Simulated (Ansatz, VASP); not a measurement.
## One calculation of Li2S, two programs

The input POSCAR:

```
Li2S
1.0
    0.0000000000      2.8736266437      2.8736266437
    2.8736266437      0.0000000000      2.8736266437
    2.8736266437      2.8736266437      0.0000000000
Li S
2 1
Direct
    0.2500000000      0.2500000000      0.2500000000
    0.7500000000      0.7500000000      0.7500000000
    0.0000000000      0.0000000000      0.0000000000
```

Contents of INCAR.step1:

```
PREC = Accurate
ENCUT = 830
ISMEAR = 0
SIGMA = 0.05
LREAL = F
LASPH = T
NELM = 120
NBANDS = 13
GGA = PE
ALGO = Normal
EDIFF = 1E-5
LWAVE = T
LCHARG = F
GGA_COMPAT = F
```

INCAR.step2

```
PREC = Accurate
ENCUT = 830
EDIFF = 1E-6
ISMEAR = 0
SIGMA = 0.05
LREAL = F
LASPH = T
NELM = 120
ALGO = Normal
ISIF = 2
LWAVE = F
LCHARG = T
METAGGA = R2SCAN
LMIXTAU = T
LUSE_VDW = T
IVDW_NL = 2
BPARAM = 11.95
CPARAM = 0.0093
LELF = T
LVHAR = T
NBANDS = 13
ISTART = 1
GGA_COMPAT = F
```

KPOINTS

```
Automatic mesh
0
Gamma
  8 8 8
```

Input for Ansatz:

```yaml
crystal:
  lattice:
    - [0.0, 2.8736266437, 2.8736266437]
    - [2.8736266437, 0.0, 2.8736266437]
    - [2.8736266437, 2.8736266437, 0.0]
  atoms:
    - { symbol: Li, position: [0.25, 0.25, 0.25] }
    - { symbol: Li, position: [0.75, 0.75, 0.75] }
    - { symbol: S, position: [0.0, 0.0, 0.0] }
basis:
  ecutwfc: 500
  ecutrho_ratio: 4
kpoints:
  mp_grid: { grid: [8, 8, 8] }
hamiltonian:
  xc: r2scan
  dispersion: rvv10
scf:
  occupations: { method: gaussian, width: 0.05 }
output:
  forces: true
  stress: true
  eigenvalues: true
```

Alike in both runs: task single point; functional r2SCAN; dispersion rVV10; k mesh 8 × 8 × 8; occupations gaussian, width 0.05 eV; no spin polarisation.

|  | VASP | Ansatz |
| --- | --- | --- |
| version | VASP 6.6.1 | Ansatz 0.2.0 |
| potentials or method | VASP PAW PBE potentials, release 64 (Li_sv, S), cutoff 830 eV | scalar-relativistic, plane waves, PAW |
| valence electrons in the cell | 12 | 12 |

|  | VASP | Ansatz | Ansatz less VASP |
| --- | --- | --- | --- |
| gap on the k mesh at the Fermi level (eV) | 3.80 | 3.82 | +0.020 |
| least direct gap on the mesh (eV) | 4.82 | 4.73 | -0.090 |
| pressure (GPa) | -1.8 | -1.6 | +0.22 |

VASP's potentials were made for PBE, not for r2SCAN.
